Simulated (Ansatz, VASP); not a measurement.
**Bi in VASP and in Ansatz**

```
CELL_PARAMETERS angstrom
-1.99075 1.99075 1.99075
1.99075 -1.99075 1.99075
1.99075 1.99075 -1.99075
ATOMIC_POSITIONS crystal
Bi 0.00000 0.00000 0.00000
```

Alike in both runs: task relaxation of cell and atoms; functional PBE; k mesh 15 × 15 × 15; occupations fermi-dirac, width 0.05 eV; no spin polarisation.

|  | VASP | Ansatz |
| --- | --- | --- |
| version | VASP 6.6.1 | Ansatz 0.2.0 |
| potentials or method | VASP PAW PBE potentials, release 64 (Bi_d), cutoff 600 eV | all-electron LAPW, non-relativistic |

|  | VASP | Ansatz | Ansatz less VASP |
| --- | --- | --- | --- |
| relaxed volume (Å³/atom) | 31.56 | 32.42 | +0.859 |
| relaxed cell length with the largest relative difference (Å) | 3.448 | 3.479 | +0.0310 |

Ansatz ran all-electron here, and VASP with PAW potentials.

Neither program's run includes spin-orbit coupling. Noted on VASP's run: the relaxation stopped at its first step, so nothing moved.
